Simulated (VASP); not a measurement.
Se, 1 atom in the cell. The structure is trigonal, space group R-3m (No. 166). The conventional cell has a = 3.897 Å, b = 3.897 Å, c = 2.906 Å, α = 90.00°, β = 90.00°, γ = 120.00°. Within 3.2 Å of Se (site symmetry -3m) lie 14 Se at 2.45 to 2.97 Å. 

* Program: VASP 6.6.1
* Task: single point
* Functional: PBEsol
* Potentials or basis: VASP PAW PBE potentials, release 64 (Se)
* Cutoff: 520 eV
* k mesh: 21 × 21 × 21
* Occupations: fermi-dirac, width 0.1 eV
* Spin: no spin polarisation
* Dipole correction: no
* Further INCAR settings: ALGO = Normal; EDIFF = 1e-07; NBANDS = 9

Potentials or basis: VASP PAW PBE potentials, release 64 (Se).

Command:

```sh
$ cat potpaw_PBE.64/Se/POTCAR > POTCAR
$ mpirun -np 1 vasp_std > vasp.out
```

Hardware: 1 thread of Intel(R) Xeon(R) 6975P-C (Granite Rapids), with other jobs on the host.

Task: Estimate the wall time of this run.

Result: Wall time 26 s on 1 thread of Intel(R) Xeon(R) 6975P-C (Granite Rapids), with other jobs on the host, peak memory 0.2 GiB. Counts: scf iterations 10, k points 891.
